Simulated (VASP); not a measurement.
Here is a VASP 6.6.1 calculation.

The input INCAR:

```
SYSTEM = Bi3Te2S
  ALGO = Normal
  EDIFF = 1E-7
  ENCUT = 520
  GGA = PE
  ISIF = 2
  ISMEAR = 0
  LASPH = .True.
  LCHARG = .False.
  LREAL = .False.
  LWAVE = .False.
  NBANDS = 40
  NELM = 100
  PREC = Accurate
  SIGMA = 0.1
```

Contents of KPOINTS:

```
k-points
0
Gamma
  3 3 4
  0 0 0
```

The input POSCAR:

```
Bi3Te2S
1.0
    5.9028177956      0.0000000000      0.0000000000
   -2.9514088978      5.1119901649      0.0000000000
    0.0000000000      0.0000000000      6.3982652068
Bi Te S
3 2 1
Direct
    0.6733668766      0.0000000000      0.5181661823
    0.0000000000      0.6733668766      0.5181661823
    0.3266331234      0.3266331234      0.5181661823
    0.3333333333      0.6666666667      0.9452955935
    0.6666666667      0.3333333333      0.9452955935
    0.0000000000      0.0000000000      0.2114934363
```

Potentials or basis: VASP PAW PBE potentials, release 64 (Bi_d, Te, S).

Run with:

```sh
$ cat potpaw_PBE.64/Bi_d/POTCAR potpaw_PBE.64/Te/POTCAR potpaw_PBE.64/S/POTCAR > POTCAR
$ mpirun -np 1 vasp_std > vasp.out
```

**Question.** Predict the largest force.

**Answer.** 0.007 eV/Å.

**Question.** Predict the pressure.

**Answer.** -0.1 GPa.

**Question.** What does it give for the band gap on the k mesh?

**Answer.** Zero (an odd number of electrons rules out a gap without spin polarisation).

Stress tensor (GPa, compression positive):
```
-0.06  0.00  0.00
 0.00 -0.06  0.00
 0.00  0.00 -0.29
```

Caveat: the k points lie up to 0.41 Å⁻¹ apart, too coarse for converged energies and pressures of a metal; spin-orbit coupling is left out, which moves the levels of the heavy elements.
